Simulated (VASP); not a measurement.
Here is a VASP 6.6.1 calculation.

File INCAR:

```
SYSTEM = Mg2Ge2N
PREC     = Accurate       ! precision mode
ENCUT    = 520            ! plane-wave cutoff, eV
EDIFF    = 1E-6           ! SCF threshold, eV
ISMEAR   = 0              ! smearing method
SIGMA    = 0.1            ! smearing width, eV
LREAL    = .False.        ! projectors in reciprocal space
LASPH    = .True.         ! aspherical terms in the spheres
NELM     = 80             ! most SCF steps
ALGO     = Normal         ! electronic algorithm
ISIF     = 2              ! what is computed and relaxed
LWAVE    = .False.        ! write WAVECAR
LCHARG   = .False.        ! write CHGCAR
GGA      = PE             ! functional
NBANDS   = 26             ! bands
```

The input KPOINTS:

```
Automatic mesh
0
Gamma
  10 10 6
  0 0 0
```

Contents of POSCAR:

```
Mg2Ge2N
1.0
    4.0658094081      0.0000000000      0.0000000000
    0.0000000000      4.0658094081      0.0000000000
    0.0000000000      0.0000000000      6.6761391202
Mg Ge N
2 2 1
Direct
    0.5000000000      0.0000000000      0.5560168246
    0.0000000000      0.5000000000      0.5560168246
    0.0000000000      0.0000000000      0.2296784504
    0.0000000000      0.0000000000      0.8820467773
    0.5000000000      0.5000000000      0.5554474731
```

Potentials or basis: VASP PAW PBE potentials, release 64 (Mg, Ge_d, N).

Command:

```console
$ cat potpaw_PBE.64/Mg/POTCAR potpaw_PBE.64/Ge_d/POTCAR potpaw_PBE.64/N/POTCAR > POTCAR
$ mpirun -np 1 vasp_std > vasp.out
```

**Question.** Predict the largest force.

**Answer.** 0.005 eV/Å.

**Question.** Predict the pressure.

**Answer.** -0.1 GPa.

**Question.** What does it give for the band gap on the k mesh?

**Answer.** Zero (an odd number of electrons rules out a gap without spin polarisation).

Forces in eV/Å, atoms in the order of the input:
```
Mg   0.000  0.000 -0.002
Mg   0.000  0.000 -0.002
Ge   0.000  0.000  0.005
Ge   0.000  0.000 -0.004
N    0.000  0.000  0.002
```

Caveat: an odd number of electrons without spin polarisation forces a metal; a magnetic or distorted state may lie lower.
